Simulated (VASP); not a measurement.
The system is Hf.

```xyz
1
Lattice="1.7750 1.7750 1.7750 -1.7750 1.7750 1.7750 -1.7750 -1.7750 1.7750" Properties=species:S:1:pos:R:3 pbc="T T T"
Hf    0.0000    0.0000    0.0000
```

```yaml
Program: VASP 6.6.1
Task: relaxation of cell and atoms
Functional: LDA
Potentials_or_basis: VASP PAW LDA potentials, release 64 (Hf_pv)
Cutoff: 600 eV
k_mesh: 10 × 10 × 10
Occupations: methfessel-paxton, width 0.05 eV
Spin: no spin polarisation
```

At the start: pressure -8.9 GPa; volume 22.37 Å³/atom.

Question: Where does the relaxation end?

Answer: Over 4 steps the energy falls by 55.6 meV/atom and the volume is 20.49 Å³/atom (-8.4 %); space group Im-3m (No. 229, to 0.05 Å).

Step by step:
| step | energy change (eV) | largest force (eV/Å) | pressure (GPa) | volume (Å³) |
| --- | --- | --- | --- | --- |
| 1 | 0.0000 | 0.0000 | -8.87 | 22.37 |
| 2 | 0.0064 | 0.0000 | 11.73 | 18.60 |
| 3 | -0.0556 | 0.0000 | 0.19 | 20.46 |
| 4 | -0.0556 | 0.0000 | -0.02 | 20.49 |

Final structure:
```
CELL_PARAMETERS angstrom
1.72397 1.72397 1.72397
-1.72397 1.72397 1.72397
-1.72397 -1.72397 1.72397
ATOMIC_POSITIONS crystal
Hf 0.00000 0.00000 0.00000
```
